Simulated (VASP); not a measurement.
A run of VASP 6.6.1 is set up as follows.

INCAR

```
SYSTEM = Ba
PREC = Accurate
ENCUT = 520
EDIFF = 1E-6
ISMEAR = -1
SIGMA = 0.08
LREAL = .False.
LASPH = .True.
NELM = 100
ALGO = Normal
ISIF = 2
LWAVE = .False.
LCHARG = .True.
GGA = PE
LELF = .True.
LVHAR = .True.
NBANDS = 11
```

The input KPOINTS:

```
regular mesh
0
Gamma
  9 9 9
  0 0 0
```

POSCAR

```
Ba
1.0
    3.2982168109      0.0000000000      0.0000000000
    0.0000000000      3.2982168109      0.0000000000
    0.0000000000      0.0000000000      3.2982168109
Ba
1
Direct
    0.0000000000      0.0000000000      0.0000000000
```

Potentials or basis: VASP PAW PBE potentials, release 64 (Ba_sv).

Command:

```console
$ cat potpaw_PBE.64/Ba_sv/POTCAR > POTCAR
$ mpirun -np 1 vasp_std > vasp.out
```

Predict the pressure.

10.5 GPa.

Estimate the band gap on the k mesh.

zero (bands 5 and 6 overlap by 1.33 eV).

Caveat: the cell stands under pressure; spin-orbit coupling is left out, which moves the levels of the heavy elements.
